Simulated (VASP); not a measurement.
Input of a VASP 6.6.1 run:

The input POSCAR:

```
TiB2
1.0
    3.0232014618      0.0000000000      0.0000000000
   -1.5116007309      2.6181692667      0.0000000000
    0.0000000000      0.0000000000      3.2268233334
Ti B
1 2
Direct
    0.0000000000      0.0000000000      0.0000000000
    0.3333333333      0.6666666667      0.5000000000
    0.6666666667      0.3333333333      0.5000000000
```

The input INCAR.step1:

```
PREC = Accurate
ENCUT = 520
EDIFF = 1E-5
ISMEAR = -1
SIGMA = 0.02
LREAL = F
LASPH = T
NELM = 80
ALGO = Normal
ISIF = 2
LWAVE = T
LCHARG = F
GGA = PE
NBANDS = 16
```

INCAR.step2

```
PREC = Accurate
ENCUT = 520
EDIFF = 1E-6
ISMEAR = -1
SIGMA = 0.02
LREAL = F
LASPH = T
NELM = 80
ALGO = Normal
ISIF = 2
LWAVE = F
LCHARG = F
GGA = PE
LHFCALC = T
HFSCREEN = 0.2079
PRECFOCK = Normal
ISTART = 1
NBANDS = 16
```

The input KPOINTS:

```
regular mesh
0
Gamma
  6 6 6
```

Potentials or basis: VASP PAW PBE potentials, release 64 (Ti_sv, B).

Command:

```bash
$ cat potpaw_PBE.64/Ti_sv/POTCAR potpaw_PBE.64/B/POTCAR > POTCAR
$ cp INCAR.step1 INCAR
$ mpirun -np 1 vasp_std > vasp.out
$ cp INCAR.step2 INCAR
$ mpirun -np 1 vasp_std > vasp.out
```

(1) Predict the band gap on the k mesh.

(2) Estimate the pressure.

## Answers

(1) zero (bands 9 and 10 overlap by 0.62 eV).

(2) -3.3 GPa.

Caveat: the k points lie up to 0.40 Å⁻¹ apart, too coarse for converged energies and pressures of a metal; the PAW data sets were made with another functional, which shifts forces and pressure a little.
